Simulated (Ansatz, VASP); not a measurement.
## Al: VASP beside Ansatz

```
Al
1.0
     0.00000    2.02086    2.02086
     2.02086    0.00000    2.02086
     2.02086    2.02086    0.00000
Al
1
Direct
  0.00000 0.00000 0.00000
```

Alike in both runs: functional PBE; k mesh 18 × 18 × 18; occupations gaussian, width 0.1 eV; no spin polarisation.

Ansatz relaxed the structure, and its values are those at the end. VASP's run is a single point on that final structure, the one shown.

```csv
,VASP,Ansatz
version,VASP 6.6.1,Ansatz 0.2.0
potentials or method,"VASP PAW PBE potentials, release 64 (Al)","scalar-relativistic, plane waves, norm-conserving pseudopotentials"
plane-wave cutoff (eV),520,544
valence electrons in the cell,3,3
```

|  | VASP | Ansatz | Ansatz less VASP |
| --- | --- | --- | --- |
| gap on the k mesh at the Fermi level (eV) | none | none | - |
| pressure (GPa) | -0.1 | 0.0 | +0.06 |

A gap of «none» marks a metal or a gap that the smearing closes.
